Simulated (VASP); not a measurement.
Input of a VASP 6.6.1 run:

Contents of INCAR:

```
PREC = Accurate ; ENCUT = 520
EDIFF = 1E-7 ; ISMEAR = 0
SIGMA = 0.02 ; LREAL = False
LASPH = True ; NELM = 100
ALGO = Normal ; ISIF = 2
LWAVE = False ; LCHARG = False
NBANDS = 28
```

KPOINTS

```
Automatic mesh
0
Gamma
  8 8 6
```

POSCAR

```
PbS
1.0
    2.0181573004     -5.8132954351      0.0000000000
    2.0181573004      5.8132954351      0.0000000000
    0.0000000000      0.0000000000      4.1521823149
Pb S
2 2
Direct
    0.8694366500      0.1305633500      0.7500000000
    0.1305633500      0.8694366500      0.2500000000
    0.6452029100      0.3547970900      0.7500000000
    0.3547970900      0.6452029100      0.2500000000
```

Potentials or basis: VASP PAW LDA potentials, release 64 (Pb_d, S).

Run with:

```bash
$ cat potpaw_LDA.64/Pb_d/POTCAR potpaw_LDA.64/S/POTCAR > POTCAR
$ mpirun -np 1 vasp_std > vasp.out
```

(1) Estimate the pressure.

(2) What does it give for the largest force?

(3) What does it give for the band gap on the k mesh?

Results:

(1) 1.8 GPa.

(2) 0.499 eV/Å.

(3) 0.85 eV (least direct gap 1.14 eV).

Caveat: the cell differs from its parent crystal (strained); spin-orbit coupling is left out, which moves the levels of the heavy elements.
